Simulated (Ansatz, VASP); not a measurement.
# CdI2 in VASP and in Ansatz

```
Cd I
1.0
     4.22981    0.00000    0.00000
    -2.11490    3.66312    0.00000
     0.00000    0.00000    6.83606
Cd I
1 2
Direct
  0.00000 0.00000 0.00000
  0.33333 0.66667 0.24920
  0.66667 0.33333 0.75080
```

Change from the starting cell: volume scaled by 0.99.

Alike in both runs: task single point; functional PBEsol; k mesh 8 × 8 × 5; occupations fermi-dirac, width 0.03 eV; no spin polarisation.

```csv
,VASP,Ansatz
version,VASP 6.6.1,Ansatz 0.2.0
potentials or method,"VASP PAW PBE potentials, release 64 (Cd, I), cutoff 500 eV","all-electron LAPW, scalar-relativistic"
```

|  | VASP | Ansatz | Ansatz less VASP |
| --- | --- | --- | --- |
| gap on the k mesh at the Fermi level (eV) | 2.30 | 2.31 | +0.009 |
| pressure (GPa) | 0.1 | -0.1 | -0.12 |
| traceless stress, the component that is largest in VASP (GPa) | 0.10 | 0.11 | +0.010 |
| rms of the force components (eV/Å) | 0.006 | 0.018 | +0.0121 |

VASP's potentials were made for PBE, not for PBEsol. Atom by atom the forces differ by 0.012 eV/Å (rms over components). Ansatz ran all-electron here, and VASP with PAW potentials.

Spin-orbit coupling is off throughout.
